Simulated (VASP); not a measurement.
Write the native input for VASP 6.6.1 that does the following.

| Quantity | Value |
| --- | --- |
| Task | single point |
| Functional | PBE |
| Potentials or basis | VASP PAW PBE potentials, release 64 (Fe) |
| Cutoff | 600 eV |
| k mesh | 12 × 12 × 12 |
| Occupations | fermi-dirac, width 0.05 eV |
| Spin | collinear spin, antiferromagnetic start |
| Starting moments | [2.5, -2.5] μB |
| Dipole correction | no |
| Further INCAR settings | ALGO = Normal; EDIFF = 1e-06; NBANDS = 19 |

The structure of Fe lies in POSCAR:

```
Fe
1.0
    0.0000000000      2.3726450169      2.3726450169
    2.3726450169      0.0000000000      2.3726450169
    2.3726450169      2.3726450169      0.0000000000
Fe
2
Direct
    0.0000000000      0.0000000000      0.0000000000
    0.5000000000      0.5000000000      0.5000000000
```

One way to write it, as run:

INCAR

```
SYSTEM = Fe
PREC     = Accurate       ! precision mode
ENCUT    = 600            ! plane-wave cutoff, eV
EDIFF    = 1E-6           ! SCF threshold, eV
ISMEAR   = -1             ! smearing method
SIGMA    = 0.05           ! smearing width, eV
LREAL    = .False.        ! projectors in reciprocal space
LASPH    = .True.         ! aspherical terms in the spheres
NELM     = 200            ! most SCF steps
ALGO     = Normal         ! electronic algorithm
ISIF     = 2              ! what is computed and relaxed
LWAVE    = .False.        ! write WAVECAR
LCHARG   = .False.        ! write CHGCAR
ISPIN    = 2              ! spin polarisation
MAGMOM   = 2.5 -2.5       ! initial moments
LORBIT   = 11             ! projections on sites
LMAXMIX  = 4              ! l up to which the mixer works
GGA      = PE             ! functional
NBANDS   = 19             ! bands
GGA_COMPAT= .False.
```

KPOINTS

```
Automatic mesh
0
Gamma
  12 12 12
  0 0 0
```

Potentials or basis: VASP PAW PBE potentials, release 64 (Fe).

Command:

```console
$ cat potpaw_PBE.64/Fe/POTCAR > POTCAR
$ mpirun -np 1 vasp_std > vasp.out
```

It gave:

```yaml
Pressure: -0.7 GPa
Band_gap_on_the_k_mesh: zero (filled and empty bands overlap)
Net_moment: 0.00 μB per cell
Site_moments: Fe +2.22, -2.22 μB
Valence_electrons_inside_the_program's_atomic_spheres: Fe 7.15
```

Run time: 95 s on 1 thread of Intel(R) Xeon(R) Platinum 8259CL CPU @ 2.50GHz (Skylake/Cascade Lake), with other jobs on the host, peak memory 0.21 GiB.
